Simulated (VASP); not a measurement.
Wanted: the native input for a VASP 6.6.1 run.

* Task: single point
* Functional: PBEsol
* Potentials or basis: VASP PAW PBE potentials, release 64 (Al)
* Cutoff: 520 eV
* k mesh: 14 × 14 × 14
* Occupations: gaussian, width 0.15 eV
* Spin: no spin polarisation
* Dipole correction: no
* Further INCAR settings: ALGO = Fast; EDIFF = 1e-06; NBANDS = 8

The structure of Al lies in POSCAR:

```
Al
1.0
   -1.4422497492      1.4130415155      1.9803442380
    1.4073070795     -1.4158767370      2.0257672176
    1.4417424689      1.4152080936     -1.9663861274
Al
1
Direct
    0.0000000000      0.0000000000      0.0000000000
```

This cell differs from its parent crystal: cell sheared at random, sigma 0.1, atoms nudged by 0.01 Å, then relaxed in part.

One way to write it, as run:

INCAR

```
SYSTEM = Al
PREC = Accurate ; ENCUT = 520
EDIFF = 1E-6 ; ISMEAR = 0
SIGMA = 0.15 ; LREAL = .False.
LASPH = .True. ; NELM = 60
ALGO = Fast ; ISIF = 2
LWAVE = .False. ; LCHARG = .True.
GGA = PS ; LELF = .True.
LVHAR = .True. ; NBANDS = 8
```

KPOINTS

```
Automatic mesh
0
Gamma
  14 14 14
  0 0 0
```

Potentials or basis: VASP PAW PBE potentials, release 64 (Al).

The run is started by

```sh
$ cat potpaw_PBE.64/Al/POTCAR > POTCAR
$ mpirun -np 1 vasp_std > vasp.out
```

Results of the run:

```yaml
Pressure: 0.1 GPa
```

Caveat: the cell differs from its parent crystal (cell sheared at random, sigma 0.1, atoms nudged by 0.01 Å, then relaxed in part); the PAW data sets were made with another functional, which shifts forces and pressure a little.

Run time: 50 s on 1 thread of Intel(R) Xeon(R) 6975P-C (Granite Rapids), on a shared host, peak memory 0.26 GiB.
